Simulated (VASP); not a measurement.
Write the native input for VASP 6.6.1 that does the following.

| Item | Value |
| --- | --- |
| Task | single point |
| Functional | PBE |
| Potentials or basis | VASP PAW PBE potentials, release 64 (Li_sv, Hf_pv, O) |
| Cutoff | 520 eV |
| k mesh | 12 × 12 × 6 |
| Occupations | gaussian, width 0.1 eV |
| Spin | no spin polarisation |
| Dipole correction | no |
| Further INCAR settings | ALGO = Normal; EDIFF = 1e-06; NBANDS = 26 |

The structure of LiHf2O2 lies in POSCAR:

```
LiHf2O2
1.0
    3.4361734861      0.0000000000      0.0000000000
   -1.7180867431      2.9758135308      0.0000000000
    0.0000000000      0.0000000000      8.0915501374
Li Hf O
1 2 2
Direct
    0.0000000000      0.0000000000      0.0000000000
    0.6666666667      0.3333333333      0.3117447225
    0.3333333333      0.6666666667      0.6882552775
    0.3333333333      0.6666666667      0.4015770334
    0.6666666667      0.3333333333      0.5984229666
```

One way to write it, as run:

INCAR

```
SYSTEM = LiHf2O2
PREC = Accurate ; ENCUT = 520
EDIFF = 1E-6 ; ISMEAR = 0
SIGMA = 0.1 ; LREAL = .False.
LASPH = .True. ; NELM = 100
ALGO = Normal ; ISIF = 2
LWAVE = .False. ; LCHARG = .False.
GGA = PE ; NBANDS = 26
```

KPOINTS

```
regular mesh
0
Gamma
  12 12 6
  0 0 0
```

Potentials or basis: VASP PAW PBE potentials, release 64 (Li_sv, Hf_pv, O).

Run with:

```console
$ cat potpaw_PBE.64/Li_sv/POTCAR potpaw_PBE.64/Hf_pv/POTCAR potpaw_PBE.64/O/POTCAR > POTCAR
$ mpirun -np 1 vasp_std > vasp.out
```

Results of the run:

* Largest force: 0.213 eV/Å

Caveat: an odd number of electrons without spin polarisation forces a metal; a magnetic or distorted state may lie lower.

Wall time 98 s on 1 thread of Intel(R) Xeon(R) 6975P-C (Granite Rapids) (shared host), peak memory 0.33 GiB.
